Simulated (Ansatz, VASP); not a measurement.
TiB2 in VASP and in Ansatz

File INCAR:

```
SYSTEM = TiB2
ALGO = Normal ; EDIFF = 1E-6
ENCUT = 500 ; GGA = PE
GGA_COMPAT = .FALSE. ; ISIF = 2
ISMEAR = 0 ; LASPH = .TRUE.
LCHARG = .TRUE. ; LELF = .TRUE.
LREAL = .FALSE. ; LVHAR = .TRUE.
LWAVE = .FALSE. ; NBANDS = 16
NELM = 120 ; PREC = Accurate
SIGMA = 0.1
```

File KPOINTS:

```
k-points
0
G
  6 6 6
  0 0 0
```

File POSCAR:

```
TiB2
1.0
    3.0347063243      0.0000000000      0.0000000000
   -1.5173531621      2.6281327698      0.0000000000
    0.0000000000      0.0000000000      3.2234234248
Ti B
1 2
Direct
    0.0000000000      0.0000000000      0.0000000000
    0.3333333333      0.6666666667      0.5000000000
    0.6666666667      0.3333333333      0.5000000000
```

Input for Ansatz:

```yaml
crystal:
  lattice:
    - [3.0347063243, 0.0, 0.0]
    - [-1.5173531621, 2.6281327698, 0.0]
    - [0.0, 0.0, 3.2234234248]
  atoms:
    - { symbol: Ti, position: [0.0, 0.0, 0.0] }
    - { symbol: B, position: [0.3333333333, 0.6666666667, 0.5] }
    - { symbol: B, position: [0.6666666667, 0.3333333333, 0.5] }
basis:
  ecutwfc: 420
kpoints:
  mp_grid: { grid: [6, 6, 6] }
hamiltonian:
  xc: pbe
scf:
  occupations: { method: gaussian, width: 0.1 }
  lower_state_search: "off"
output:
  forces: true
  stress: true
  eigenvalues: true
```

Change from the starting cell: species swapped into the NbB2 type (P6/mmm, No. 191).

Alike in both runs: task single point; functional PBE; k mesh 6 × 6 × 6; occupations gaussian, width 0.1 eV; no spin polarisation.

|  | VASP | Ansatz |
| --- | --- | --- |
| version | VASP 6.6.1 | Ansatz 0.2.0 |
| potentials or method | VASP PAW PBE potentials, release 64 (Ti_sv, B), cutoff 500 eV | scalar-relativistic, plane waves, PAW |
| valence electrons in the cell | 18 | 18 |

```csv
,VASP,Ansatz,Ansatz less VASP
gap on the k mesh at the Fermi level (eV),none,none,-
pressure (GPa),0.1,-0.1,-0.21
"traceless stress, the component that is largest in VASP (GPa)",-0.80,-0.81,-0.017
```

A gap of «none» marks a metal or a gap that the smearing closes. The functional is the same, so the differences come from potentials, cutoffs and numerics.

The k mesh is coarse, so the values compare programs but aren't converged.
